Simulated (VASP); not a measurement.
Write the native input for VASP 6.6.1 that does the following.

* Task: single point
* Functional: PBE
* Potentials or basis: VASP PAW PBE potentials, release 64 (Zn, K_sv, F)
* Cutoff: 520 eV
* k mesh: 7 × 7 × 7
* Occupations: fermi-dirac, width 0.05 eV
* Spin: no spin polarisation
* Dipole correction: no
* Further INCAR settings: ALGO = Normal; EDIFF = 1e-06; NBANDS = 29

The structure of KZnF3 lies in POSCAR:

```
KZnF3
1.0
    4.0768219737      0.0000000000      0.0000000000
    0.0000000000      4.0768219737      0.0000000000
    0.0000000000      0.0000000000      4.0768219737
Zn K F
1 1 3
Direct
    0.5000000000      0.5000000000      0.5000000000
    0.0000000000      0.0000000000      0.0000000000
    0.5000000000      0.0000000000      0.5000000000
    0.0000000000      0.5000000000      0.5000000000
    0.5000000000      0.5000000000      0.0000000000
```

The input as run:

INCAR

```
PREC     = Accurate       # precision mode
ENCUT    = 520            # plane-wave cutoff, eV
EDIFF    = 1E-6           # SCF threshold, eV
ISMEAR   = -1             # smearing method
SIGMA    = 0.05           # smearing width, eV
LREAL    = False          # projectors in reciprocal space
LASPH    = True           # aspherical terms in the spheres
NELM     = 100            # most SCF steps
ALGO     = Normal         # electronic algorithm
ISIF     = 2              # what is computed and relaxed
LWAVE    = False          # write WAVECAR
LCHARG   = False          # write CHGCAR
GGA      = PE             # functional
NBANDS   = 29             # bands
```

KPOINTS

```
regular mesh
0
Gamma
  7 7 7
```

Potentials or basis: VASP PAW PBE potentials, release 64 (Zn, K_sv, F).

Run with:

```console
$ cat potpaw_PBE.64/Zn/POTCAR potpaw_PBE.64/K_sv/POTCAR potpaw_PBE.64/F/POTCAR > POTCAR
$ mpirun -np 1 vasp_std > vasp.out
```

It gave:

```yaml
Pressure: 3.2 GPa
Band_gap_on_the_k_mesh: 3.85 eV, indirect (least direct gap 5.49 eV)
```

Run time: 18 s on 1 thread of Intel(R) Xeon(R) 6975P-C (Granite Rapids), with other jobs on the host, peak memory 0.18 GiB.
